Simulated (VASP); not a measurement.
# SrO (R-3m) in VASP: a series of runs

SrO is run at these levels: PBE; tasks: single point.

Everything below comes from runs of VASP 6.6.1. Logs are shortened: lines on timing, memory, paths and dates and some standing lists are left out, and cuts for length are marked.

### Step 1. The cell of the first run

The structure is trigonal, space group R-3m (No. 166). Conventional cell: a = 3.585 Å, b = 3.585 Å, c = 9.851 Å, α = 90.00°, β = 90.00°, γ = 120.00°. Within 3.5 Å of Sr (site symmetry -3m) lie 6 O at 2.64 Å. O (site symmetry -3m) has 6 Sr at 2.64 Å within 3.5 Å.

### Step 2. Single point, PBE (strained)

INCAR

```
  PREC = Accurate
  ENCUT = 520
  EDIFF = 1E-7
  ISMEAR = 0
  SIGMA = 0.02
  LREAL = False
  LASPH = True
  NELM = 100
  ALGO = Normal
  ISIF = 2
  LWAVE = False
  LCHARG = False
  GGA = PE
  NBANDS = 15
```

KPOINTS

```
Automatic mesh
0
Gamma
  8 8 8
```

POSCAR

```
SrO
1.0
    0.2055840000      2.7408458880      2.7408458880
    2.7408458880      0.2055840000      2.7408458880
    2.7408458880      2.7408458880      0.2055840000
Sr O
1 1
Direct
    0.0000000000      0.0000000000      0.0000000000
    0.5000000000      0.5000000000      0.5000000000
```

Potentials or basis: VASP PAW PBE potentials, release 64 (Sr_sv, O).

The run is started by

```sh
$ cat potpaw_PBE.64/Sr_sv/POTCAR potpaw_PBE.64/O/POTCAR > POTCAR
$ mpirun -np 1 vasp_std > vasp.out
```

OUTCAR:

```text
PREC = Accurate
   ENCUT = 520
   EDIFF = 1E-7
   ISMEAR = 0
   LREAL = False
   LASPH = True
   NELM = 100
   ISIF = 2
   GGA = PE

 ion  position               nearest neighbor table
   1  0.000  0.000  0.000-   2 2.64   2 2.64   2 2.64   2 2.64   2 2.64   2 2.64
   2  0.500  0.500  0.500-   1 2.64   1 2.64   1 2.64   1 2.64   1 2.64   1 2.64

  LATTYP: Found a trigonal (rhomboedric) cell.
 ALAT       =     3.8815895126
 COS(alpha) =     0.5733945061

  Lattice vectors:

 A1 = (   0.2055840000,   2.7408458880,   2.7408458880)
 A2 = (   2.7408458880,   0.2055840000,   2.7408458880)
 A3 = (   2.7408458880,   2.7408458880,   0.2055840000)

Analysis of symmetry for initial positions (statically):
=====================================================================
 Subroutine PRICEL returns:
 Original cell was already a primitive cell.

 Routine SETGRP: Setting up the symmetry group for a
 trigonal (rhombohedral) supercell.

 Subroutine GETGRP returns: Found 12 space group operations
 (whereof 12 operations were pure point group operations)
 out of a pool of 12 trial point group operations.

The static configuration has the point symmetry D_3d.

Analysis of symmetry for dynamics (positions and initial velocities):
=====================================================================
 Subroutine PRICEL returns:
 Original cell was already a primitive cell.

 Routine SETGRP: Setting up the symmetry group for a
 trigonal (rhombohedral) supercell.

 Subroutine GETGRP returns: Found 12 space group operations
 (whereof 12 operations were pure point group operations)
 out of a pool of 12 trial point group operations.

The dynamic configuration has the point symmetry D_3d.

 Subroutine INISYM returns: Found 12 space group operations
 (whereof 12 operations are pure point group operations),
 and found     1 'primitive' translations

----------------------------------------------------------------------------------------

                                     Primitive cell

  volume of cell :      36.5553

  direct lattice vectors                    reciprocal lattice vectors
     0.205584000  2.740845888  2.740845888    -0.204347343  0.190089226  0.190089226
     2.740845888  0.205584000  2.740845888     0.190089226 -0.204347343  0.190089226
     2.740845888  2.740845888  0.205584000     0.190089226  0.190089226 -0.204347343

  length of vectors
     3.881589513  3.881589513  3.881589513     0.337676863  0.337676863  0.337676863

  position of ions in fractional coordinates (direct lattice)
     0.000000000  0.000000000  0.000000000
     0.500000000  0.500000000  0.500000000

  ion indices of the primitive-cell ions
   primitive index   ion index
                 1           1
                 2           2

----------------------------------------------------------------------------------------

 KPOINTS: Automatic mesh

Automatic generation of k-mesh.
 Grid dimensions read from file:
 generate k-points for:    8    8    8

 Generating k-lattice:

  Cartesian coordinates                     Fractional coordinates (reciprocal lattice)
    -0.025543418  0.023761153  0.023761153     0.125000000  0.000000000 -0.000000000
     0.023761153 -0.025543418  0.023761153     0.000000000  0.125000000 -0.000000000
     0.023761153  0.023761153 -0.025543418     0.000000000  0.000000000  0.125000000

  Length of vectors
     0.042209608  0.042209608  0.042209608

  Shift w.r.t. Gamma in fractional coordinates (k-lattice)
     0.000000000  0.000000000  0.000000000

 Subroutine IBZKPT returns following result:
 ===========================================

 Found     65 irreducible k-points:

 Following reciprocal coordinates:
            Coordinates               Weight
  0.000000  0.000000  0.000000      1.000000
  0.125000 -0.000000 -0.000000      6.000000
  0.250000 -0.000000 -0.000000      6.000000
  0.375000 -0.000000 -0.000000      6.000000
  0.500000 -0.000000 -0.000000      3.000000
  0.125000  0.125000 -0.000000      6.000000
[... 16 lines left out ...]
  0.250000  0.125000  0.125000      6.000000
  0.375000  0.125000  0.125000      6.000000
 [... further k-points ...]
   k-points           NKPTS =     65   k-points in BZ     NKDIM =     65   number of bands    NBANDS=     15
   number of dos      NEDOS =    301   number of ions     NIONS =      2
   total plane-waves  NPLWV =  27000
   dimension x,y,z NGX =    30 NGY =   30 NGZ =   30
   dimension x,y,z NGXF=    60 NGYF=   60 NGZF=   60
   ions per type =               1   1
   NGX,Y,Z   is equivalent  to a cutoff of  12.85, 12.85, 12.85 a.u.
   NGXF,Y,Z  is equivalent  to a cutoff of  25.70, 25.70, 25.70 a.u.
 SYSTEM =  unknown system
   PREC   = accura    normal or accurate (medium, high low for compatibility)
   ISTART =      0    job   : 0-new  1-cont  2-samecut
   ICHARG =      2    charge: 1-file 2-atom 10-const
   ISPIN  =      1    spin polarized calculation?
   LNONCOLLINEAR =      F non collinear calculations
   LSORBIT =      F    spin-orbit coupling
   LASPH  =      T    aspherical Exc in radial PAW
   ENCUT  =  520.0 eV  38.22 Ry    6.18 a.u.   7.22  7.22  7.22*2*pi/ulx,y,z
   NELM   =    100;   NELMIN=  2; NELMDL= -5     # of ELM steps
   EDIFF  = 0.1E-06   stopping-criterion for ELM
   LREAL  =      F    real-space projection
   EDIFFG = 0.1E-05   stopping-criterion for IOM
   NSW    =      0    number of steps for IOM
   IBRION =     -1    ionic relax: 0-MD 1-quasi-New 2-CG
   NFREE  =      0    steps in history (QN), initial steepest desc. (CG)
   ISIF   =      2    stress and relaxation
   ISYM   =      2    0-nonsym 1-usesym 2-fastsym
   POTIM  = 0.5000    time-step for ionic-motion
   TEBEG  =    0.0;   TEEND  =   0.0 temperature during run
   PSTRESS=    0.0 pullay stress
   NELECT =      16.0000    total number of electrons
   NUPDOWN=      -1.0000    fix difference up-down
   EMIN   =  10.00;   EMAX   =-10.00  energy-range for DOS
   EFERMI =   0.00;   METHOD = LEGACY
   ISMEAR =     0;   SIGMA  =   0.02  broadening in eV -4-tet -1-fermi 0-gaus
   EFERMI_NEDOS =   21; number of points for ismear=-14 and -15
   IALGO  =     38    algorithm
   IMIX   =      4    mixing-type and parameters
     AMIX     =   0.40;   BMIX     =  1.00
     AMIX_MAG =   1.60;   BMIX_MAG =  1.00
  volume/ion in A,a.u.               =      18.28       123.34
  Fermi-wavevector in a.u.,A,eV,Ry     =   1.242982  2.348895 21.021059  1.545004
  Thomas-Fermi vector in A             =   2.377313
   LORBIT       =      0    0 simple, 1 ext, 2 COOP (PROOUT), +10 PAW based schemes
   GGA     = PE    functional components
   LHFCALC =     F    Hartree Fock is set to
   AEXX    =    0.0000 exact exchange contribution
   IVDW    =     0    specifies the selected vdW correction
   LEPSILON=     F    determine dielectric tensor
   LRPA    =     F    only Hartree local field effects (RPA)
 non-spin polarized calculation
 Gauss-broadening in eV      SIGMA  =   0.02
  energy-cutoff  :      520.00
  volume of cell :       36.56
 maximum number of plane-waves:      1008
 NGX is ok and might be reduce to    30
   NGX = 15   NGY = 15   NGZ = 15

 number of electron      16.0000000 magnetization

 Free energy of the ion-electron system (eV)
  ---------------------------------------------------
  ext. energy  EPLUGINS =         0.00000000
  ---------------------------------------------------
  free energy    TOTEN  =       -11.92063634 eV

  energy without entropy =      -11.92063634  energy(sigma->0) =      -11.92063634

 E-fermi :   1.5919     XC(G=0):  -9.6973

 val. band max:        1.5020981063   @ k =   0.0000   0.0000   0.0000
 cond. band min:       4.5696086916   @ k =   0.5000   0.5000  -0.0000
 fundamental gap:      3.0675105854
 Fermi energy:         1.5919188779

 k-point     1 :       0.0000    0.0000    0.0000
  band No.  band energies     occupation
      1     -31.4111      2.00000
      2     -13.6210      2.00000
      3     -13.1182      2.00000
      4     -13.0847      2.00000
      5     -13.0847      2.00000
      6       1.2075      2.00000
      7       1.5021      2.00000
      8       1.5021      2.00000
      9       4.6613      0.00000
     10       6.7725      0.00000
     11       7.6426      0.00000
     12       7.6426      0.00000
     13       9.5356      0.00000
     14       9.5356      0.00000
     15      13.7476      0.00000

 k-point     2 :       0.1250   -0.0000   -0.0000
  band No.  band energies     occupation
      1     -31.3938      2.00000
      2     -14.0255      2.00000
      3     -13.1202      2.00000
      4     -13.1055      2.00000
      5     -12.7350      2.00000
      6       0.9615      2.00000
      7       1.0895      2.00000
      8       1.3409      2.00000
      9       5.3328      0.00000
     10       7.1299      0.00000
     11       7.3973      0.00000
     12       7.9864      0.00000
     13       9.8309      0.00000
     14       9.8611      0.00000
     15      14.8082      0.00000

 k-point     3 :       0.2500   -0.0000   -0.0000
  band No.  band energies     occupation
      1     -31.3517      2.00000
      2     -14.5599      2.00000
      3     -13.1549      2.00000
      4     -13.1360      2.00000
      5     -12.3203      2.00000
      6       0.2175      2.00000
      7       0.5852      2.00000
      8       0.9882      2.00000
      9       6.7447      0.00000
     10       7.1613      0.00000
     11       8.1028      0.00000
     12       8.9235      0.00000
     13      10.6176      0.00000
     14      10.6816      0.00000
     15      16.6934      0.00000
[... 343 lines left out ...]
 k-point    23 :       0.2500    0.1250    0.1250
  band No.  band energies     occupation
      1     -31.3802      2.00000
      2     -14.3517      2.00000
      3     -13.1993      2.00000
      4     -13.0996      2.00000
      5     -12.3788      2.00000
      6       0.3786      2.00000
      7       1.0863      2.00000
      8       1.2280      2.00000
      9       5.9329      0.00000
     10       7.0673      0.00000
     11       8.1368      0.00000
     12       8.1418      0.00000
     13      10.1803      0.00000
     14      10.5330      0.00000
     15      15.5334      0.00000

 k-point    24 :       0.3750    0.1250    0.1250
  band No.  band energies     occupation
      1     -31.3382      2.00000
      2     -14.6876      2.00000
      3     -13.2963      2.00000
      4     -13.1494      2.00000
      5     -12.1219      2.00000
      6      -0.0876      2.00000
      7       0.7718      2.00000
      8       0.7826      2.00000
      9       7.0352      0.00000
     10       7.3647      0.00000
     11       8.7724      0.00000
     12       9.0205      0.00000
     13      11.1121      0.00000
     14      11.3965      0.00000
     15      16.2084      0.00000

 [... further k-points ...]
[... 5 lines left out ...]
  --------------------------------------------------------------------------------------
  -------------------------------------------------------------------------------------
  Total       -0.7277802     -0.7277802     -0.7277802     -1.1417249     -1.1417249     -1.1417249
  in kB      -31.8978105    -31.8978105    -31.8978105    -50.0405530    -50.0405530    -50.0405530
  external PRESSURE =     -31.8978105 kB  Pullay stress =       0.0000000 kB

 VOLUME and BASIS-vectors are now :
 -----------------------------------------------------------------------------
  energy-cutoff  :      520.00
  volume of cell :       36.56
      direct lattice vectors                 reciprocal lattice vectors
     0.205584000  2.740845888  2.740845888    -0.204347343  0.190089226  0.190089226
     2.740845888  0.205584000  2.740845888     0.190089226 -0.204347343  0.190089226
     2.740845888  2.740845888  0.205584000     0.190089226  0.190089226 -0.204347343

 POSITION                                       TOTAL-FORCE (eV/Angst)
 -----------------------------------------------------------------------------------
      0.00000      0.00000      0.00000         0.000000     -0.000000      0.000000
      2.84364      2.84364      2.84364        -0.000000      0.000000     -0.000000
 -----------------------------------------------------------------------------------
    total drift:                                0.000000      0.000000      0.000000

  FREE ENERGIE OF THE ION-ELECTRON SYSTEM (eV)
  ---------------------------------------------------
  free  energy   TOTEN  =       -11.9206363387 eV

  energy  without entropy=      -11.9206363387  energy(sigma->0) =      -11.92063634
```

Run time: 45 s. Hardware: 1 thread of Intel Xeon Platinum 8259CL at 2.50GHz (Skylake/Cascade Lake), shared host; peak memory 0.19 GiB.

What came out:

```
Free energy            : -11.9206 eV
Pressure               : -3.2 GPa
Band gap on the k mesh : 3.07 eV, indirect (least direct gap 3.16 eV)
```

Caveat: the cell differs from its parent crystal (strained).

### Step 3. Single point, PBE (strained)

INCAR

```
  ALGO = Normal
  EDIFF = 1E-6
  ENCUT = 520
  GGA = PE
  ISIF = 2
  ISMEAR = 0
  LASPH = T
  LCHARG = F
  LREAL = F
  LWAVE = F
  NBANDS = 15
  NELM = 60
  PREC = Accurate
  SIGMA = 0.02
```

KPOINTS

```
k-points
0
Gamma
  8 8 8
```

POSCAR

```
SrO
1.0
   -0.2055840000      2.5438193220      2.5438193220
    2.5438193220     -0.2055840000      2.5438193220
    2.5438193220      2.5438193220     -0.2055840000
Sr O
1 1
Direct
    0.0000000000      0.0000000000      0.0000000000
    0.5000000000      0.5000000000      0.5000000000
```

Potentials or basis: VASP PAW PBE potentials, release 64 (Sr_sv, O).

The run is started by

```sh
$ cat potpaw_PBE.64/Sr_sv/POTCAR potpaw_PBE.64/O/POTCAR > POTCAR
$ mpirun -np 1 vasp_std > vasp.out
```

Run time: 21 s. Hardware: 1 thread of Intel Xeon 6975P-C (Granite Rapids), shared host; peak memory 0.17 GiB.

The run converged. Its results:

* Free energy: -11.9367 eV
* Pressure: -3.9 GPa
* Band gap on the k mesh: 3.07 eV, indirect (least direct gap 3.16 eV)

Stress tensor (GPa, compression positive):
```
-3.90  3.38  3.38
 3.38 -3.90  3.38
 3.38  3.38 -3.90
```

Levels at points of the mesh, in eV from the valence-band top:
```
           k point  band 5  band 6  band 7  band 8  band 9  band 10  band 11  band 12
(0.00, 0.00, 0.00)  -14.67   -0.22   -0.22    0.00    3.16     5.25     5.25     6.88
(0.50, 0.00, 0.00)  -13.41   -2.21   -1.25   -0.80    5.72     7.25     7.60     8.85
(0.50, 0.50, 0.00)  -14.86   -0.77   -0.41   -0.19    3.07     6.81     9.19     9.53
(0.50, 0.50, 0.50)  -13.67   -2.17   -1.45   -1.45    6.16     7.83     8.62     8.62
```

Caveat: the cell differs from its parent crystal (strained). A k mesh can miss the band edges.
